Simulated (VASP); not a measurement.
Be3Te4: relaxation of cell and atoms with PBE

Be3Te4:

```xyz
14
Lattice="10.6574 0.0000 0.0000 -5.3287 9.2296 0.0000 0.0000 0.0000 3.9512" Properties=species:S:1:pos:R:3 pbc="T T T"
Be    3.3489    1.6323    2.9634
Be    5.0679    5.5132    2.9634
Be    7.5693    2.0841    2.9634
Be    0.2608    3.7164    0.9878
Be   -2.2406    7.1455    0.9878
Be    1.9798    7.5973    0.9878
Te    5.3287    3.0765    2.9634
Te    8.6350    2.9035    0.9878
Te    3.8254    6.0264    0.9878
Te    3.5257    0.2997    0.9878
Te    0.0000    6.1531    0.9878
Te    1.5033    3.2032    2.9634
Te    1.8030    8.9299    2.9634
Te   -3.3063    6.3261    2.9634
```

```yaml
Program: VASP 6.6.1
Task: relaxation of cell and atoms
Functional: PBE
Potentials_or_basis: VASP PAW PBE potentials, release 64 (Be, Te)
Cutoff: 600 eV
k_mesh: 6 × 6 × 8
Occupations: gaussian, width 0.1 eV
Spin: no spin polarisation
Dipole_correction: no
Further_INCAR_settings: ALGO = Fast; EDIFF = 1e-06; IBRION = 2; EDIFFG = -0.01; NSW = 100; ISIF = 3
```

| Property | Result |
| --- | --- |
| Relaxed volume | 27.72 Å³/atom |
| Relaxed cell | a = 10.672 Å, b = 10.672 Å, c = 3.935 Å, α = 90.00°, β = 90.00°, γ = 120.00° |
| Space group after relaxing (to 0.1 Å) | P6_3/m (No. 176) |
| Energy gained by relaxing | 1.2 meV/atom |
| Ionic steps | 11 |
| Pressure after relaxing | 0.0 GPa |
| Largest force after relaxing | 0.004 eV/Å |
| Band gap on the k mesh | zero (bands 30 and 31 overlap by 1.21 eV) |

Forces on the atoms (eV/Å):
```
Be   0.000  0.003  0.000
Be   0.003 -0.002  0.000
Be  -0.003 -0.002  0.000
Be  -0.003  0.002  0.000
Be   0.003  0.002  0.000
Be   0.000 -0.003  0.000
Te   0.000  0.000  0.000
Te   0.004  0.000  0.000
Te  -0.002  0.003  0.000
Te  -0.002 -0.003  0.000
Te   0.000  0.000  0.000
Te   0.002 -0.003  0.000
Te   0.002  0.003  0.000
Te  -0.004  0.000  0.000
```

The path:
```tsv
step	energy change (eV)	largest force (eV/Å)	pressure (GPa)	volume (Å³)
1	0.0000	0.0772	0.06	388.65
2	-0.0019	0.0704	0.00	389.28
3	-0.0051	0.0513	-0.23	391.16
4	-0.0064	0.0487	-0.20	390.86
5	-0.0098	0.0422	-0.12	389.96
6	-0.0139	0.0320	0.05	388.15
7	-0.0115	0.0423	0.40	384.55
8	-0.0148	0.0302	0.16	386.98
9	-0.0162	0.0086	0.08	387.51
10	-0.0163	0.0036	0.04	387.80
11	-0.0164	0.0036	0.01	388.14
```

Final structure:
```
Be Te
1.0
    10.67179    0.00000    0.00000
    -5.33590    9.24204    0.00000
     0.00000    0.00000    3.93531
Be Te
6 8
Direct
  0.40278 0.17909 0.75000
  0.77631 0.59722 0.75000
  0.82091 0.22369 0.75000
  0.22369 0.40278 0.25000
  0.17909 0.77631 0.25000
  0.59722 0.82091 0.25000
  0.66667 0.33333 0.75000
  0.96624 0.31960 0.25000
  0.68040 0.64663 0.25000
  0.35337 0.03376 0.25000
  0.33333 0.66667 0.25000
  0.31960 0.35337 0.75000
  0.64663 0.96624 0.75000
  0.03376 0.68040 0.75000
```

Levels at points of the mesh, in eV from the Fermi level:
```tsv
k point	band 26	band 27	band 28	band 29	band 30	band 31	band 32	band 33	band 34	band 35
(0.00, 0.00, 0.00)	-0.02	-0.02	0.42	0.42	0.44	0.73	0.74	3.09	3.27	3.27
(0.50, 0.00, 0.00)	-0.51	-0.48	-0.38	-0.02	0.60	0.71	0.72	3.20	3.31	3.33
(0.00, 0.00, 0.50)	-1.64	-0.63	-0.63	-0.61	-0.61	-0.61	-0.61	3.23	3.23	3.23
(0.50, 0.00, 0.50)	-1.14	-0.86	-0.86	-0.49	-0.49	-0.22	-0.22	3.07	3.07	3.66
```

It took 45 min on 4 MPI ranks on Oxide Virtual Turin-like Processor, with other jobs on the host, peak memory 0.98 GiB a rank.

Caveat: spin-orbit coupling is left out, which moves the levels of the heavy elements.
